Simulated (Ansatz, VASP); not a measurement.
# SnS2 in VASP and in Ansatz

```
CELL_PARAMETERS angstrom
3.63900 0.00000 0.00000
-1.81950 3.15147 0.00000
0.00000 0.00000 5.86800
ATOMIC_POSITIONS crystal
Sn 0.00000 0.00000 0.00000
S 0.33333 0.66667 0.25000
S 0.66667 0.33333 0.75000
```

Alike in both runs: task single point; functional PBEsol; k mesh 6 × 6 × 4; occupations gaussian, width 0.1 eV; no spin polarisation.

|  | VASP | Ansatz |
| --- | --- | --- |
| version | VASP 6.6.1 | Ansatz 0.2.0 |
| potentials or method | VASP PAW PBE potentials, release 64 (Sn_d, S), cutoff 500 eV | scalar-relativistic, plane waves, PAW |
| valence electrons in the cell | 26 | 26 |

|  | VASP | Ansatz | Ansatz less VASP |
| --- | --- | --- | --- |
| gap on the k mesh at the Fermi level (eV) | 1.39 | 1.37 | -0.017 |
| least direct gap on the mesh (eV) | 1.86 | 1.86 | -0.002 |
| pressure (GPa) | 1.1 | 1.2 | +0.08 |
| rms of the force components (eV/Å) | 0.044 | 0.044 | +0.0003 |

VASP's potentials were made for PBE, not for PBEsol. Atom by atom the forces differ by 0.000 eV/Å (rms over components). The functional is the same, so the differences come from potentials, cutoffs and numerics.
